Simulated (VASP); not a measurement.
# Ta8HN8 (a cell with a defect) in VASP: a series of runs, part 2 of 2

VASP 6.6.1.

## 3. Single point, PBE

INCAR

```
PREC = Accurate ; ENCUT = 520
EDIFF = 1E-7 ; ISMEAR = 0
SIGMA = 0.1 ; LREAL = Auto
LASPH = True ; NELM = 80
ALGO = Normal ; ISIF = 2
LWAVE = False ; LCHARG = False
GGA = PE ; NBANDS = 78
```

KPOINTS

```
Automatic mesh
0
Gamma
  4 5 5
  0.5 0 0
```

POSCAR

```
Ta8HN8
1.0
    0.0000000000      0.0000000000     -5.7955432031
    5.9003693593      0.0000000000      0.0000000000
   -2.9501846797     -5.1098697569      0.0000000000
Ta N H
8 8 1
Direct
    0.2500214301      0.8333347807      0.1666655004
    0.7500206361      0.8333370223      0.1666635434
    0.2499981364      0.3328955954      0.1657862216
    0.7499940640      0.3383940914      0.1767821966
    0.2499974462      0.8342142144      0.6671046743
    0.7499933738      0.8232182531      0.6616062954
    0.2500043480      0.3328952859      0.6671050657
    0.7500020011      0.3383925364      0.6616080567
    0.4975214400      0.5038833241      0.0019360572
    0.0025302201      0.5039145634      0.0019609110
    0.4975095343     -0.0019352511      0.0019362529
    0.0025246986     -0.0019594199      0.0019587583
    0.5012261833      0.5000040532      0.4999966969
   -0.0012570004      0.4999985076      0.5000011980
    0.4975204047     -0.0019350724      0.4961175374
    0.0025298750     -0.0019614127      0.4960848555
    0.7504576961      0.1666654477      0.8333355257
```

Potentials or basis: VASP PAW PBE potentials, release 64 (Ta_pv, N, H).

Launch:

```sh
> cat potpaw_PBE.64/Ta_pv/POTCAR potpaw_PBE.64/N/POTCAR potpaw_PBE.64/H/POTCAR > POTCAR
> mpirun -np 1 vasp_std > vasp.out
```

OUTCAR:

```text
PREC = Accurate
   ENCUT = 520
   EDIFF = 1E-7
   ISMEAR = 0
   LREAL = Auto
   LASPH = True
   NELM = 80
   ISIF = 2
   GGA = PE

 ion  position               nearest neighbor table
   1  0.250  0.833  0.167-  12 2.21  16 2.21  10 2.21  11 2.21  15 2.21   9 2.21   2 2.90   2 2.90
                             5 2.95   3 2.95   7 2.95   7 2.95   3 2.95   5 2.95
   2  0.750  0.833  0.167-  12 2.23  16 2.23  10 2.23   9 2.23  15 2.23  11 2.23   1 2.90   1 2.90
                             4 2.95   6 2.95   8 2.95   8 2.95   6 2.95   4 2.95
   3  0.250  0.333  0.166-  10 2.23  12 2.23  11 2.23   9 2.23  13 2.24  14 2.24   4 2.90   4 2.90
                             7 2.94   5 2.94   1 2.95   1 2.95   5 2.96   7 2.96
   4  0.750  0.338  0.177-  17 1.75  14 2.19  13 2.19   9 2.27  11 2.27  10 2.27  12 2.27   6 2.86
                             8 2.86   3 2.90   3 2.90   2 2.95   2 2.95   8 3.04   6 3.04
   5  0.250  0.834  0.667-  16 2.23  12 2.23  11 2.23  15 2.23  13 2.24  14 2.24   6 2.90   6 2.90
                             7 2.94   3 2.94   1 2.95   1 2.95   3 2.96   7 2.96
   6  0.750  0.823  0.662-  17 1.75  14 2.19  13 2.19  15 2.27  11 2.27  16 2.27  12 2.27   4 2.86
                             8 2.86   5 2.90   5 2.90   2 2.95   2 2.95   8 3.04   4 3.04
   7  0.250  0.333  0.667-  10 2.23  16 2.23  15 2.23   9 2.23  13 2.24  14 2.24   8 2.90   8 2.90
                             5 2.94   3 2.94   1 2.95   1 2.95   3 2.96   5 2.96
   8  0.750  0.338  0.662-  17 1.76  14 2.19  13 2.19   9 2.27  15 2.27  10 2.27  16 2.27   6 2.86
                             4 2.86   7 2.90   7 2.90   2 2.95   2 2.95   4 3.04   6 3.04
   9  0.498  0.504  0.002-   1 2.21   2 2.23   7 2.23   3 2.23   4 2.27   8 2.27
  10  0.003  0.504  0.002-   1 2.21   2 2.23   3 2.23   7 2.23   4 2.27   8 2.27
  11  0.498  0.998  0.002-   1 2.21   2 2.23   3 2.23   5 2.23   6 2.27   4 2.27
  12  0.003  0.998  0.002-   1 2.21   2 2.23   5 2.23   3 2.23   6 2.27   4 2.27
  13  0.501  0.500  0.500-   6 2.19   4 2.19   8 2.19   3 2.24   5 2.24   7 2.24
  14  0.999  0.500  0.500-   8 2.19   4 2.19   6 2.19   7 2.24   3 2.24   5 2.24
  15  0.498  0.998  0.496-   1 2.21   2 2.23   7 2.23   5 2.23   6 2.27   8 2.27
  16  0.003  0.998  0.496-   1 2.21   2 2.23   5 2.23   7 2.23   6 2.27   8 2.27
  17  0.750  0.167  0.833-   4 1.75   6 1.75   8 1.76

  LATTYP: Found a hexagonal cell.
 ALAT       =     5.9003693593
 C/A-ratio  =     0.9822339671

  Lattice vectors:

 A1 = (   5.9003693593,   0.0000000000,   0.0000000000)
 A2 = (  -2.9501846797,  -5.1098697569,   0.0000000000)
 A3 = (   0.0000000000,   0.0000000000,  -5.7955432031)

Analysis of symmetry for initial positions (statically):
=====================================================================
 Subroutine PRICEL returns:
 Original cell was already a primitive cell.

 Routine SETGRP: Setting up the symmetry group for a
 hexagonal supercell.

 Subroutine GETGRP returns: Found  2 space group operations
 (whereof  2 operations were pure point group operations)
 out of a pool of 24 trial point group operations.

The static configuration has the point symmetry C_1h.

Analysis of symmetry for dynamics (positions and initial velocities):
=====================================================================
 Subroutine PRICEL returns:
 Original cell was already a primitive cell.

 Routine SETGRP: Setting up the symmetry group for a
 hexagonal supercell.

 Subroutine GETGRP returns: Found  2 space group operations
 (whereof  2 operations were pure point group operations)
 out of a pool of 24 trial point group operations.

The dynamic configuration has the point symmetry C_1h.

 Subroutine INISYM returns: Found  2 space group operations
 (whereof  2 operations are pure point group operations),
 and found     1 'primitive' translations

----------------------------------------------------------------------------------------

[... 112 lines left out ...]
 SYSTEM =  unknown system
   PREC   = accura    normal or accurate (medium, high low for compatibility)
   ISTART =      0    job   : 0-new  1-cont  2-samecut
   ICHARG =      2    charge: 1-file 2-atom 10-const
   ISPIN  =      1    spin polarized calculation?
   LNONCOLLINEAR =      F non collinear calculations
   LSORBIT =      F    spin-orbit coupling
   LASPH  =      T    aspherical Exc in radial PAW
   ENCUT  =  520.0 eV  38.22 Ry    6.18 a.u.  10.78 10.97 10.97*2*pi/ulx,y,z
   NELM   =     80;   NELMIN=  2; NELMDL= -5     # of ELM steps
   EDIFF  = 0.1E-06   stopping-criterion for ELM
   LREAL  =      T    real-space projection
   EDIFFG = 0.1E-05   stopping-criterion for IOM
   NSW    =      0    number of steps for IOM
   IBRION =     -1    ionic relax: 0-MD 1-quasi-New 2-CG
   NFREE  =      0    steps in history (QN), initial steepest desc. (CG)
   ISIF   =      2    stress and relaxation
   ISYM   =      2    0-nonsym 1-usesym 2-fastsym
   POTIM  = 0.5000    time-step for ionic-motion
   TEBEG  =    0.0;   TEEND  =   0.0 temperature during run
   PSTRESS=    0.0 pullay stress
   NELECT =     129.0000    total number of electrons
   NUPDOWN=      -1.0000    fix difference up-down
   EMIN   =  10.00;   EMAX   =-10.00  energy-range for DOS
   EFERMI =   0.00;   METHOD = LEGACY
   ISMEAR =     0;   SIGMA  =   0.10  broadening in eV -4-tet -1-fermi 0-gaus
   EFERMI_NEDOS =   21; number of points for ismear=-14 and -15
   IALGO  =     38    algorithm
   IMIX   =      4    mixing-type and parameters
     AMIX     =   0.40;   BMIX     =  1.00
     AMIX_MAG =   1.60;   BMIX_MAG =  1.00
  volume/ion in A,a.u.               =      10.28        69.36
  Fermi-wavevector in a.u.,A,eV,Ry     =   1.479598  2.796034 29.786005  2.189210
  Thomas-Fermi vector in A             =   2.593736
   LORBIT       =      0    0 simple, 1 ext, 2 COOP (PROOUT), +10 PAW based schemes
   GGA     = PE    functional components
   LHFCALC =     F    Hartree Fock is set to
   AEXX    =    0.0000 exact exchange contribution
   IVDW    =     0    specifies the selected vdW correction
   LEPSILON=     F    determine dielectric tensor
   LRPA    =     F    only Hartree local field effects (RPA)
 non-spin polarized calculation
 Gauss-broadening in eV      SIGMA  =   0.10
  energy-cutoff  :      520.00
  volume of cell :      174.74
 maximum number of plane-waves:      4717
 NGX is ok and might be reduce to    48
   NGX = 21   NGY = 21   NGZ = 21

 number of electron     129.0000006 magnetization

 Free energy of the ion-electron system (eV)
  ---------------------------------------------------
  ext. energy  EPLUGINS =         0.00000000
  ---------------------------------------------------
  free energy    TOTEN  =      -181.61842262 eV

  energy without entropy =     -181.61004036  energy(sigma->0) =     -181.61423149

 E-fermi :   9.0666     XC(G=0): -13.3160

 val. band max:        9.0247582789   @ k =   0.1250   0.2000   0.2000
 cond. band min:       9.2331646212   @ k =   0.1250  -0.4000  -0.2000
 fundamental gap:      0.2084063422
 Fermi energy:         9.0665533400

 k-point     1 :       0.1250    0.0000    0.0000
  band No.  band energies     occupation
      1     -27.7450      2.00000
      2     -27.5319      2.00000
      3     -27.3616      2.00000
      4     -27.3616      2.00000
      5     -27.3018      2.00000
      6     -27.3018      2.00000
[... 1885 lines left out ...]
     75      11.6114      0.00000
     76      11.6359      0.00000

 [... further k-points ...]

 [bands above 76 left out]

------------------------ aborting loop because EDIFF is reached ----------------------------------------

  FORCE on cell =-STRESS in cart. coord.  units (eV):
  Direction    XX          YY          ZZ          XY          YZ          ZX
  --------------------------------------------------------------------------------------
  -------------------------------------------------------------------------------------
  Total        8.6792589      8.6796153      1.6667482     -0.0003087     -0.0000273     -0.0000473
  in kB       79.5811200     79.5843880     15.2826053     -0.0028301     -0.0002504     -0.0004334
  external PRESSURE =      58.1493711 kB  Pullay stress =       0.0000000 kB

 VOLUME and BASIS-vectors are now :
 -----------------------------------------------------------------------------
  energy-cutoff  :      520.00
  volume of cell :      174.74
      direct lattice vectors                 reciprocal lattice vectors
     0.000000000  0.000000000 -5.795543203     0.000000000  0.000000000 -0.172546380
     5.900369359  0.000000000  0.000000000     0.169480915 -0.097849852  0.000000000
    -2.950184680 -5.109869757  0.000000000     0.000000000 -0.195699704  0.000000000

 POSITION                                       TOTAL-FORCE (eV/Angst)
 -----------------------------------------------------------------------------------
      4.42529     -0.85164     -1.44901        -0.000019     -0.000011     -0.000126
      4.42531     -0.85163     -4.34678        -0.000403     -0.000233      0.000233
      1.47511     -0.84715     -1.44888        -0.000071     -0.000931     -0.000667
      1.47511     -0.90333     -4.34662        -0.000047     -0.012409     -0.000604
      2.95409     -3.40882     -1.44887        -0.000842      0.000404     -0.000667
      2.90543     -3.38072     -4.34662        -0.010771      0.006164     -0.000604
[... 9 lines left out ...]
      4.42525     -2.53493     -0.01466         0.000435     -0.001671      0.001488
     -1.47511     -4.25824     -4.34931         0.000366      0.000211      0.003275
 -----------------------------------------------------------------------------------
    total drift:                               -0.002539      0.004199      0.000235

  FREE ENERGIE OF THE ION-ELECTRON SYSTEM (eV)
  ---------------------------------------------------
  free  energy   TOTEN  =      -181.6184226209 eV

  energy  without entropy=     -181.6100403574  energy(sigma->0) =     -181.61423149
```

Wall time 39 min (1 thread of Intel Xeon 8259CL, shared host); peak memory 0.5 GiB.

Results:

- Free energy: -181.6184 eV
- Pressure: 5.8 GPa
- Largest force: 0.012 eV/Å
- Band gap on the k mesh: zero (an odd number of electrons rules out a gap without spin polarisation)

Forces on the atoms (eV/Å):
```
Ta   0.000  0.000  0.000
Ta   0.000  0.000  0.000
Ta   0.000 -0.001 -0.001
Ta   0.000 -0.012 -0.001
Ta  -0.001  0.000 -0.001
Ta  -0.011  0.006 -0.001
Ta   0.001  0.000  0.000
Ta   0.011  0.006  0.000
N   -0.002  0.001 -0.001
N   -0.001  0.001  0.001
N    0.001  0.001 -0.002
N    0.002  0.001  0.001
N    0.000  0.000  0.008
N    0.000  0.000 -0.010
N    0.000 -0.002 -0.001
N    0.000 -0.002  0.001
H    0.000  0.000  0.003
```

Caveat: spin-orbit coupling is left out, which moves the levels of the heavy elements.

## 4. Single point, PBE

INCAR

```
ALGO = Normal
EDIFF = 1E-6
ENCUT = 520
GGA = PE
ISIF = 2
ISMEAR = 0
LASPH = T
LCHARG = F
LREAL = Auto
LWAVE = F
NBANDS = 78
NELM = 80
PREC = Accurate
SIGMA = 0.1
```

KPOINTS is that of step 3.

POSCAR

```
Ta8HN8
1.0
    0.0000000000      0.0000000000     -5.7955432031
    5.9003693593      0.0000000000      0.0000000000
   -2.9501846797     -5.1098697569      0.0000000000
Ta N H
8 8 1
Direct
    0.2499793288      0.8333370223      0.1666635434
    0.7499785348      0.8333347807      0.1666655004
    0.2500059010      0.3383940914      0.1767821966
    0.7500020011      0.3328955954      0.1657862216
    0.2500065911      0.8232182531      0.6616062954
    0.7500025188      0.8342142144      0.6671046743
    0.2499981364      0.3383925364      0.6616080567
    0.7499956169      0.3328952859      0.6671050657
    0.5024786975      0.5038833241      0.0019360572
   -0.0025302201      0.5039145634      0.0019609110
    0.5024904307     -0.0019352511      0.0019362529
   -0.0025246986     -0.0019594199      0.0019587583
    0.4987737816      0.5000040532      0.4999966969
    0.0012570004      0.4999985076      0.5000011980
    0.5024795602     -0.0019350724      0.4961175374
   -0.0025298750     -0.0019614127      0.4960848555
    1.2495424063      0.1666654477      0.8333355257
```

Launch:

```sh
> cat potpaw_PBE.64/Ta_pv/POTCAR potpaw_PBE.64/N/POTCAR potpaw_PBE.64/H/POTCAR > POTCAR
> mpirun -np 1 vasp_std > vasp.out
```

Run time: 48 min. Hardware: 1 thread of Intel Xeon 8259CL, shared host; peak memory 0.49 GiB.

It converged, with:

* Free energy: -181.6184 eV
* Pressure: 5.8 GPa
* Largest force: 0.012 eV/Å
* Band gap on the k mesh: zero (an odd number of electrons rules out a gap without spin polarisation)

Forces on the atoms (eV/Å):
```
Ta   0.000  0.000  0.000
Ta   0.000  0.000  0.000
Ta   0.000 -0.012  0.001
Ta   0.000 -0.001  0.001
Ta  -0.011  0.006  0.001
Ta  -0.001  0.000  0.001
Ta   0.011  0.006  0.000
Ta   0.001  0.000  0.000
N   -0.002  0.001  0.001
N   -0.001  0.001 -0.001
N    0.001  0.001  0.002
N    0.002  0.001 -0.001
N    0.000  0.000 -0.009
N    0.000  0.000  0.010
N    0.000 -0.002  0.001
N    0.000 -0.002 -0.001
H    0.000  0.000 -0.003
```

Stress tensor (GPa, compression positive):
```
7.96 0.00 0.00
0.00 7.96 0.00
0.00 0.00 1.53
```

Levels at points of the mesh, in eV from the Fermi level:
```tsv
k point	band 63	band 64	band 65	band 66	band 67	band 68
(0.12, 0.00, 0.00)	-1.30	-1.01	-1.01	0.70	1.33	1.97
```

Caveat: spin-orbit coupling is left out, which moves the levels of the heavy elements.

The gap in the log of VASP goes by the Fermi energy; the results here count the filled bands.